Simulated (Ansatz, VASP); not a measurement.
Zn in VASP and in Ansatz

INCAR

```
SYSTEM = Zn
PREC = Accurate ; ENCUT = 520
EDIFF = 1E-6 ; ISMEAR = 0
SIGMA = 0.15 ; LREAL = .False.
LASPH = .True. ; NELM = 80
ALGO = Fast ; ISIF = 2
LWAVE = .False. ; LCHARG = .True.
GGA = PS ; LELF = .True.
LVHAR = .True. ; NBANDS = 12
```

Contents of KPOINTS:

```
regular mesh
0
Gamma
  22 22 22
  0 0 0
```

POSCAR

```
Zn
1.0
    0.0000000000      2.2681682089      1.4743093358
    2.2681682089      0.0000000000      1.4743093358
    2.2681682089      2.2681682089      0.0000000000
Zn
1
Direct
    0.0000000000      0.0000000000      0.0000000000
```

Input for Ansatz:

```yaml
crystal:
  lattice:
    - [0.0, 2.2681682089, 1.4743093358]
    - [2.2681682089, 0.0, 1.4743093358]
    - [2.2681682089, 2.2681682089, 0.0]
  atoms:
    - { symbol: Zn, position: [0.0, 0.0, 0.0] }
basis:
  ecutwfc: 420
kpoints:
  mp_grid: { grid: [22, 22, 22] }
hamiltonian:
  xc: pbesol
scf:
  occupations: { method: gaussian, width: 0.15 }
output:
  forces: true
  stress: true
  eigenvalues: true
```

Alike in both runs: task single point; functional PBEsol; k mesh 22 × 22 × 22; occupations gaussian, width 0.15 eV; no spin polarisation.

```csv
,VASP,Ansatz
version,VASP 6.6.1,Ansatz 0.2.0
potentials or method,"VASP PAW PBE potentials, release 64 (Zn), cutoff 520 eV","scalar-relativistic, plane waves, PAW"
valence electrons in the cell,12,12
```

|  | VASP | Ansatz | Ansatz less VASP |
| --- | --- | --- | --- |
| gap on the k mesh at the Fermi level (eV) | none | none | - |
| pressure (GPa) | -3.9 | -4.3 | -0.37 |
| traceless stress, the component that is largest in VASP (GPa) | -2.45 | -2.46 | -0.013 |

VASP's potentials were made for PBE, not for PBEsol. A gap of «none» marks a metal or a gap that the smearing closes. With one functional, cell and mesh, what is left measures potentials, basis and numerics.
